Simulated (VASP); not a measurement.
Set up this calculation in VASP 6.6.1, as the native input.

| Quantity | Value |
| --- | --- |
| Task | single point |
| Functional | PBEsol |
| Potentials or basis | VASP PAW PBE potentials, release 64 (In_d, Sb) |
| Cutoff | 520 eV |
| k mesh | 16 × 16 × 16 |
| Occupations | gaussian, width 0.15 eV |
| Spin | no spin polarisation |
| Dipole correction | no |
| Further INCAR settings | ALGO = Normal; EDIFF = 1e-06; NBANDS = 16 |

The structure of InSb lies in POSCAR:

```
InSb
1.0
    0.0000000000      3.3903262224      2.9991347352
    3.3903262224      0.0000000000      2.9991347352
    3.3903262224      3.3903262224      0.0000000000
In Sb
1 1
Direct
    0.0000000000      0.0000000000      0.0000000000
    0.7500000000      0.7500000000      0.7500000000
```

This cell differs from its parent crystal: strain +0.040 along x and y, -0.080 along z.

These files were run (other wordings do the same):

INCAR

```
SYSTEM = InSb
PREC     = Accurate       ! precision mode
ENCUT    = 520            ! plane-wave cutoff, eV
EDIFF    = 1E-6           ! SCF threshold, eV
ISMEAR   = 0              ! smearing method
SIGMA    = 0.15           ! smearing width, eV
LREAL    = .False.        ! projectors in reciprocal space
LASPH    = .True.         ! aspherical terms in the spheres
NELM     = 100            ! most SCF steps
ALGO     = Normal         ! electronic algorithm
ISIF     = 2              ! what is computed and relaxed
LWAVE    = .False.        ! write WAVECAR
LCHARG   = .False.        ! write CHGCAR
GGA      = PS             ! functional
NBANDS   = 16             ! bands
```

KPOINTS

```
Automatic mesh
0
Gamma
  16 16 16
  0 0 0
```

Potentials or basis: VASP PAW PBE potentials, release 64 (In_d, Sb).

The run is started by

```console
$ cat potpaw_PBE.64/In_d/POTCAR potpaw_PBE.64/Sb/POTCAR > POTCAR
$ mpirun -np 1 vasp_std > vasp.out
```

Results of the run:

- Pressure: 0.0 GPa
- Band gap on the k mesh: 0.15 eV, indirect (least direct gap 0.44 eV)

Caveat: the cell differs from its parent crystal (strain +0.040 along x and y, -0.080 along z); the PAW data sets were made with another functional, which shifts forces and pressure a little; spin-orbit coupling is left out, which moves the levels of the heavy elements.

It took 3.7 min on 1 thread of AMD EPYC 9R45 96-Core Processor (Zen 5), with other jobs on the host, peak memory 0.49 GiB.
